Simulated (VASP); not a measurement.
# ZnS (F-43m) in VASP: a series of runs, part 2 of 2

VASP 6.6.1. Earlier steps stand in the parts before.

**4. Single point, PBE**

This run uses another cell than the first one, of 20.98 Å³/atom, 1.128 times its volume.

File INCAR:

```
SYSTEM = ZnS
ALGO = Normal
EDIFF = 1E-6
ENCUT = 500
GGA = PE
GGA_COMPAT = .False.
ISIF = 2
ISMEAR = 0
LASPH = .True.
LCHARG = .False.
LREAL = .False.
LWAVE = .False.
NBANDS = 16
NELM = 120
PREC = Accurate
SIGMA = 0.01
```

File KPOINTS:

```
k-points
0
Gamma
  4 4 4
  0 0 0
```

File POSCAR:

```
ZnS
1.0
    0.0000000000      2.7580526800      2.7580526800
    2.7580526800      0.0000000000      2.7580526800
    2.7580526800      2.7580526800      0.0000000000
Zn S
1 1
Direct
    0.0000000000      0.0000000000      0.0000000000
    0.2500000000      0.2500000000      0.2500000000
```

Potentials or basis: VASP PAW PBE potentials, release 64 (Zn, S).

On the command line:

```sh
cat potpaw_PBE.64/Zn/POTCAR potpaw_PBE.64/S/POTCAR > POTCAR
mpirun -np 1 vasp_std > vasp.out
```

OUTCAR:

```text
SYSTEM = ZnS
   EDIFF = 1E-6
   ENCUT = 500
   GGA = PE
   ISIF = 2
   ISMEAR = 0
   LASPH = .True.
   LREAL = .False.
   NELM = 120
   PREC = Accurate

 ion  position               nearest neighbor table
   1  0.000  0.000  0.000-   2 2.39   2 2.39   2 2.39   2 2.39
   2  0.250  0.250  0.250-   1 2.39   1 2.39   1 2.39   1 2.39

  LATTYP: Found a face centered cubic cell.
 ALAT       =     5.5161053600

  Lattice vectors:

 A1 = (   0.0000000000,   2.7580526800,   2.7580526800)
 A2 = (   2.7580526800,   0.0000000000,   2.7580526800)
 A3 = (   2.7580526800,   2.7580526800,   0.0000000000)

Analysis of symmetry for initial positions (statically):
=====================================================================
 Subroutine PRICEL returns:
 Original cell was already a primitive cell.

 Routine SETGRP: Setting up the symmetry group for a
 face centered cubic supercell.

 Subroutine GETGRP returns: Found 24 space group operations
 (whereof 24 operations were pure point group operations)
 out of a pool of 48 trial point group operations.

The static configuration has the point symmetry T_d .

Analysis of symmetry for dynamics (positions and initial velocities):
=====================================================================
 Subroutine PRICEL returns:
 Original cell was already a primitive cell.

 Routine SETGRP: Setting up the symmetry group for a
 face centered cubic supercell.

 Subroutine GETGRP returns: Found 24 space group operations
 (whereof 24 operations were pure point group operations)
 out of a pool of 48 trial point group operations.

The dynamic configuration has the point symmetry T_d .

 Subroutine INISYM returns: Found 24 space group operations
 (whereof 24 operations are pure point group operations),
 and found     1 'primitive' translations

----------------------------------------------------------------------------------------

                                     Primitive cell
[... 92 lines left out ...]
   IMIX   =      4    mixing-type and parameters
     AMIX     =   0.40;   BMIX     =  1.00
     AMIX_MAG =   1.60;   BMIX_MAG =  1.00
  volume/ion in A,a.u.               =      20.98       141.58
  Fermi-wavevector in a.u.,A,eV,Ry     =   1.234676  2.333200 20.741069  1.524426
  Thomas-Fermi vector in A             =   2.369357
   LORBIT       =      0    0 simple, 1 ext, 2 COOP (PROOUT), +10 PAW based schemes
   GGA     = PE    functional components
   LHFCALC =     F    Hartree Fock is set to
   AEXX    =    0.0000 exact exchange contribution
   IVDW    =     0    specifies the selected vdW correction
   LEPSILON=     F    determine dielectric tensor
   LRPA    =     F    only Hartree local field effects (RPA)
 non-spin polarized calculation
 Gauss-broadening in eV      SIGMA  =   0.01
  energy-cutoff  :      500.00
  volume of cell :       41.96
 maximum number of plane-waves:      1090
   NGX = 15   NGY = 15   NGZ = 15

 number of electron      17.9999992 magnetization

 Free energy of the ion-electron system (eV)
  ---------------------------------------------------
  ext. energy  EPLUGINS =         0.00000000
  ---------------------------------------------------
  free energy    TOTEN  =        -6.79806806 eV

  energy without entropy =       -6.79806806  energy(sigma->0) =       -6.79806806

 E-fermi :   1.6468     XC(G=0):  -9.3328

 val. band max:        1.5782337338   @ k =   0.0000   0.0000   0.0000
 cond. band min:       3.4164362408   @ k =   0.0000   0.0000   0.0000
 fundamental gap:      1.8382025070
 Fermi energy:         1.6467502640

 k-point     1 :       0.0000    0.0000    0.0000
  band No.  band energies     occupation
      1     -11.1509      2.00000
      2      -4.5596      2.00000
      3      -4.5596      2.00000
      4      -4.5596      2.00000
      5      -4.1343      2.00000
      6      -4.1343      2.00000
[... 129 lines left out ...]
      3      -4.3195      2.00000
      4      -4.1714      2.00000
      5      -4.1659      2.00000
      6      -3.7905      2.00000
[... 8 lines left out ...]
     15      15.2677      0.00000
     16      16.1115      0.00000

------------------------ aborting loop because EDIFF is reached ----------------------------------------

  FORCE on cell =-STRESS in cart. coord.  units (eV):
  Direction    XX          YY          ZZ          XY          YZ          ZX
  --------------------------------------------------------------------------------------
  -------------------------------------------------------------------------------------
  Total       -0.5682811     -0.5682811     -0.5682811      0.0000000      0.0000000     -0.0000000
  in kB      -21.6988222    -21.6988222    -21.6988222      0.0000000      0.0000000     -0.0000000
  external PRESSURE =     -21.6988222 kB  Pullay stress =       0.0000000 kB

 VOLUME and BASIS-vectors are now :
 -----------------------------------------------------------------------------
  energy-cutoff  :      500.00
  volume of cell :       41.96
      direct lattice vectors                 reciprocal lattice vectors
     0.000000000  2.758052680  2.758052680    -0.181287328  0.181287328  0.181287328
     2.758052680  0.000000000  2.758052680     0.181287328 -0.181287328  0.181287328
     2.758052680  2.758052680  0.000000000     0.181287328  0.181287328 -0.181287328

 POSITION                                       TOTAL-FORCE (eV/Angst)
 -----------------------------------------------------------------------------------
      0.00000      0.00000      0.00000        -0.000000     -0.000000     -0.000000
      1.37903      1.37903      1.37903         0.000000      0.000000      0.000000
 -----------------------------------------------------------------------------------
    total drift:                                0.000000      0.000000      0.000001

  FREE ENERGIE OF THE ION-ELECTRON SYSTEM (eV)
  ---------------------------------------------------
  free  energy   TOTEN  =        -6.7980680591 eV

  energy  without entropy=       -6.7980680591  energy(sigma->0) =       -6.79806806
```

OSZICAR:

```text
N       E                     dE             d eps       ncg     rms          rms(c)
DAV:   1     0.857776795611E+02    0.85778E+02   -0.87721E+03   256   0.126E+03
DAV:   2    -0.209818781070E+01   -0.87876E+02   -0.83147E+02   320   0.244E+02
DAV:   3    -0.718797612030E+01   -0.50898E+01   -0.50786E+01   312   0.589E+01
DAV:   4    -0.724140000514E+01   -0.53424E-01   -0.53416E-01   344   0.645E+00
DAV:   5    -0.724210197731E+01   -0.70197E-03   -0.70197E-03   272   0.670E-01    0.610E+00
DAV:   6    -0.681808157984E+01    0.42402E+00   -0.74719E-01   376   0.288E+01    0.482E+00
DAV:   7    -0.679800476087E+01    0.20077E-01   -0.23569E-01   288   0.419E+00    0.252E+00
DAV:   8    -0.679751336934E+01    0.49139E-03   -0.49269E-03   336   0.691E-01    0.659E-01
DAV:   9    -0.679787674854E+01   -0.36338E-03   -0.11741E-03   304   0.275E-01    0.108E-01
DAV:  10    -0.679806520549E+01   -0.18846E-03   -0.19257E-04   304   0.137E-01    0.419E-02
DAV:  11    -0.679806654291E+01   -0.13374E-05   -0.38254E-05   312   0.930E-02    0.734E-03
DAV:  12    -0.679806799386E+01   -0.14510E-05   -0.36832E-06   304   0.235E-02    0.482E-03
DAV:  13    -0.679806805907E+01   -0.65207E-07   -0.70896E-07   224   0.947E-03
   1 F= -.67980681E+01 E0= -.67980681E+01  d E =-.108212E-23
```

stdout:

```text
POSCAR found type information on POSCAR ZnS
 POSCAR found :  2 types and       2 ions
 scaLAPACK will be used
 LDA part: xc-table for (Slater+PW92), standard interpolation
 POSCAR, INCAR and KPOINTS ok, starting setup
 FFT: planning ... GRIDC
 FFT: planning ... GRID_SOFT
 FFT: planning ... GRID
 WAVECAR not read
 entering main loop
```

Wall time 6.3 s (1 thread of Intel Xeon 6975P-C (Granite Rapids), shared host); peak memory 0.15 GiB.

What came out:

```yaml
Free_energy: -6.7981 eV
Pressure: -2.2 GPa
Band_gap_on_the_k_mesh: 1.84 eV, direct
```

Caveat: the k points lie up to 0.49 Å⁻¹ apart.

**5. Single point, PBE**

This run uses another cell than the first one, of 20.98 Å³/atom, 1.128 times its volume.

File INCAR:

```
  ALGO = Normal
  EDIFF = 1E-6
  ENCUT = 500
  GGA = PE
  GGA_COMPAT = F
  ISIF = 2
  ISMEAR = 0
  LASPH = T
  LCHARG = F
  LREAL = F
  LWAVE = F
  NBANDS = 16
  NELM = 120
  PREC = Accurate
  SIGMA = 0.01
```

File KPOINTS:

```
k-points
0
Gamma
  4 4 4
```

POSCAR is that of step 4.

Potentials or basis: VASP PAW PBE potentials, release 64 (Zn, S).

On the command line:

```sh
cat potpaw_PBE.64/Zn/POTCAR potpaw_PBE.64/S/POTCAR > POTCAR
mpirun -np 1 vasp_std > vasp.out
```

OUTCAR:

```text
EDIFF = 1E-6
   ENCUT = 500
   GGA = PE
   ISIF = 2
   ISMEAR = 0
   LASPH = T
   LREAL = F
   NELM = 120
   PREC = Accurate

 ion  position               nearest neighbor table
   1  0.000  0.000  0.000-   2 2.39   2 2.39   2 2.39   2 2.39
   2  0.250  0.250  0.250-   1 2.39   1 2.39   1 2.39   1 2.39

  LATTYP: Found a face centered cubic cell.
 ALAT       =     5.5161053600

  Lattice vectors:

 A1 = (   0.0000000000,   2.7580526800,   2.7580526800)
 A2 = (   2.7580526800,   0.0000000000,   2.7580526800)
 A3 = (   2.7580526800,   2.7580526800,   0.0000000000)

Analysis of symmetry for initial positions (statically):
=====================================================================
 Subroutine PRICEL returns:
 Original cell was already a primitive cell.

 Routine SETGRP: Setting up the symmetry group for a
 face centered cubic supercell.

 Subroutine GETGRP returns: Found 24 space group operations
 (whereof 24 operations were pure point group operations)
 out of a pool of 48 trial point group operations.

The static configuration has the point symmetry T_d .

Analysis of symmetry for dynamics (positions and initial velocities):
=====================================================================
 Subroutine PRICEL returns:
 Original cell was already a primitive cell.

 Routine SETGRP: Setting up the symmetry group for a
 face centered cubic supercell.

 Subroutine GETGRP returns: Found 24 space group operations
 (whereof 24 operations were pure point group operations)
 out of a pool of 48 trial point group operations.

The dynamic configuration has the point symmetry T_d .

 Subroutine INISYM returns: Found 24 space group operations
 (whereof 24 operations are pure point group operations),
 and found     1 'primitive' translations

[... 92 lines left out ...]
   ISMEAR =     0;   SIGMA  =   0.01  broadening in eV -4-tet -1-fermi 0-gaus
   EFERMI_NEDOS =   21; number of points for ismear=-14 and -15
   IALGO  =     38    algorithm
   IMIX   =      4    mixing-type and parameters
     AMIX     =   0.40;   BMIX     =  1.00
     AMIX_MAG =   1.60;   BMIX_MAG =  1.00
  volume/ion in A,a.u.               =      20.98       141.58
  Fermi-wavevector in a.u.,A,eV,Ry     =   1.234676  2.333200 20.741069  1.524426
  Thomas-Fermi vector in A             =   2.369357
   LORBIT       =      0    0 simple, 1 ext, 2 COOP (PROOUT), +10 PAW based schemes
   GGA     = PE    functional components
   LHFCALC =     F    Hartree Fock is set to
   AEXX    =    0.0000 exact exchange contribution
   IVDW    =     0    specifies the selected vdW correction
   LEPSILON=     F    determine dielectric tensor
   LRPA    =     F    only Hartree local field effects (RPA)
 non-spin polarized calculation
 Gauss-broadening in eV      SIGMA  =   0.01
  energy-cutoff  :      500.00
  volume of cell :       41.96
 maximum number of plane-waves:      1090
   NGX = 15   NGY = 15   NGZ = 15

 number of electron      17.9999992 magnetization

 Free energy of the ion-electron system (eV)
  ---------------------------------------------------
  ext. energy  EPLUGINS =         0.00000000
  ---------------------------------------------------
  free energy    TOTEN  =        -6.79806806 eV

  energy without entropy =       -6.79806806  energy(sigma->0) =       -6.79806806

 E-fermi :   1.6468     XC(G=0):  -9.3328

 val. band max:        1.5782337338   @ k =   0.0000   0.0000   0.0000
 cond. band min:       3.4164362408   @ k =   0.0000   0.0000   0.0000
 fundamental gap:      1.8382025070
 Fermi energy:         1.6467502640

 k-point     1 :       0.0000    0.0000    0.0000
  band No.  band energies     occupation
      1     -11.1509      2.00000
      2      -4.5596      2.00000
      3      -4.5596      2.00000
      4      -4.5596      2.00000
      5      -4.1343      2.00000
      6      -4.1343      2.00000
[... 129 lines left out ...]
      3      -4.3195      2.00000
      4      -4.1714      2.00000
      5      -4.1659      2.00000
      6      -3.7905      2.00000
[... 8 lines left out ...]
     15      15.2677      0.00000
     16      16.1115      0.00000

------------------------ aborting loop because EDIFF is reached ----------------------------------------

  FORCE on cell =-STRESS in cart. coord.  units (eV):
  Direction    XX          YY          ZZ          XY          YZ          ZX
  --------------------------------------------------------------------------------------
  -------------------------------------------------------------------------------------
  Total       -0.5682811     -0.5682811     -0.5682811      0.0000000      0.0000000     -0.0000000
  in kB      -21.6988222    -21.6988222    -21.6988222      0.0000000      0.0000000     -0.0000000
  external PRESSURE =     -21.6988222 kB  Pullay stress =       0.0000000 kB

 VOLUME and BASIS-vectors are now :
 -----------------------------------------------------------------------------
  energy-cutoff  :      500.00
  volume of cell :       41.96
      direct lattice vectors                 reciprocal lattice vectors
     0.000000000  2.758052680  2.758052680    -0.181287328  0.181287328  0.181287328
     2.758052680  0.000000000  2.758052680     0.181287328 -0.181287328  0.181287328
     2.758052680  2.758052680  0.000000000     0.181287328  0.181287328 -0.181287328

 POSITION                                       TOTAL-FORCE (eV/Angst)
 -----------------------------------------------------------------------------------
      0.00000      0.00000      0.00000        -0.000000     -0.000000     -0.000000
      1.37903      1.37903      1.37903         0.000000      0.000000      0.000000
 -----------------------------------------------------------------------------------
    total drift:                                0.000000      0.000000      0.000001

  FREE ENERGIE OF THE ION-ELECTRON SYSTEM (eV)
  ---------------------------------------------------
  free  energy   TOTEN  =        -6.7980680591 eV

  energy  without entropy=       -6.7980680591  energy(sigma->0) =       -6.79806806
```

stdout:

```text
POSCAR found type information on POSCAR ZnS
 POSCAR found :  2 types and       2 ions
 scaLAPACK will be used
 LDA part: xc-table for (Slater+PW92), standard interpolation
 POSCAR, INCAR and KPOINTS ok, starting setup
 FFT: planning ... GRIDC
 FFT: planning ... GRID_SOFT
 FFT: planning ... GRID
 WAVECAR not read
 entering main loop
```

It took 4.7 s on 1 thread of Intel Xeon 6975P-C (Granite Rapids), shared host; peak memory 0.15 GiB.

What came out:

```yaml
Free_energy: -6.7981 eV
Pressure: -2.2 GPa
Band_gap_on_the_k_mesh: 1.84 eV, direct
```

Caveat: the k points lie up to 0.49 Å⁻¹ apart.
